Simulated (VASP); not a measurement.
A run of VASP 6.6.1 is set up as follows.

The input INCAR:

```
  ALGO = Normal
  EDIFF = 1E-6
  ENCUT = 500
  GGA = PE
  GGA_COMPAT = False
  ISIF = 2
  ISMEAR = 0
  LASPH = True
  LCHARG = True
  LELF = True
  LREAL = False
  LVHAR = True
  LWAVE = False
  NBANDS = 36
  NELM = 120
  PREC = Accurate
  SIGMA = 0.2
```

KPOINTS

```
k-points
0
Gamma
  3 3 3
```

File POSCAR:

```
Cd2Se5
1.0
    0.0000000000      5.8595434019      5.8595434019
    5.8595434019      0.0000000000      5.8595434019
    5.8595434019      5.8595434019      0.0000000000
Cd Se
2 5
Direct
    0.7500000000      0.7500000000      0.7500000000
    0.0000000000      0.0000000000      0.0000000000
    0.8748924222      0.8748924222      0.8748924222
    0.8748924222      0.8748924222      0.3753227335
    0.8748924222      0.3753227335      0.8748924222
    0.3753227335      0.8748924222      0.8748924222
    0.5000000000      0.5000000000      0.5000000000
```

Potentials or basis: VASP PAW PBE potentials, release 64 (Cd, Se).

Command:

```sh
$ cat potpaw_PBE.64/Cd/POTCAR potpaw_PBE.64/Se/POTCAR > POTCAR
$ mpirun -np 1 vasp_std > vasp.out
```

**Question.** Estimate the largest force.

**Answer.** 0.004 eV/Å.

**Question.** What does it give for the pressure?

**Answer.** 0.8 GPa.

Forces in eV/Å, atoms in the order of the input:
```
Cd   0.000  0.000  0.000
Cd   0.000  0.000  0.000
Se   0.002  0.002  0.002
Se  -0.002 -0.002  0.002
Se  -0.002  0.002 -0.002
Se   0.002 -0.002 -0.002
Se   0.000  0.000  0.000
```
